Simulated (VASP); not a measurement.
Crystal: Sb.

```
CELL_PARAMETERS angstrom
3.35453 0.00000 0.00000
-1.67727 2.90511 0.00000
0.00000 0.00000 5.47016
ATOMIC_POSITIONS crystal
Sb 0.66667 0.33333 0.75000
Sb 0.33333 0.66667 0.25000
```

* Program: VASP 6.6.1
* Task: relaxation of cell and atoms
* Functional: PBEsol
* Dispersion: D4
* Potentials or basis: VASP PAW PBE potentials, release 64 (Sb)
* Cutoff: 600 eV
* k mesh: 9 × 9 × 5
* Occupations: fermi-dirac, width 0.05 eV
* Spin: no spin polarisation

At the start: pressure -3.6 GPa; volume 26.65 Å³/atom.

Problem. How do energy, volume and symmetry change on relaxing?

Solution. Over 5 steps the energy falls by 17.0 meV/atom and the volume is 25.23 Å³/atom (-5.3 %); space group P6_3/mmc (No. 194, to 0.05 Å).

The path:
```csv
step,energy change (eV),largest force (eV/Å),pressure (GPa),volume (Å³)
1,0.0000,0.0000,-3.56,53.31
2,-0.0216,0.0000,2.58,48.86
3,-0.0339,0.0000,-0.01,50.44
4,-0.0339,0.0000,0.07,50.39
5,-0.0339,0.0000,-0.04,50.46
```

Final structure:
```cif
data_structure
_symmetry_space_group_name_H-M 'P 1'
_symmetry_Int_Tables_number 1
_cell_length_a 3.2947
_cell_length_b 3.2947
_cell_length_c 5.3683
_cell_angle_alpha 90.000
_cell_angle_beta 90.000
_cell_angle_gamma 120.000
_cell_volume 50.46
loop_
_atom_site_label
_atom_site_type_symbol
_atom_site_fract_x
_atom_site_fract_y
_atom_site_fract_z
_atom_site_occupancy
Sb1 Sb 0.66667 0.33333 0.75000 1
Sb2 Sb 0.33333 0.66667 0.25000 1
```

Caveat: the PAW data sets were made with another functional, which shifts forces and pressure a little; pairwise dispersion overbinds metals, which lowers pressure and volume.
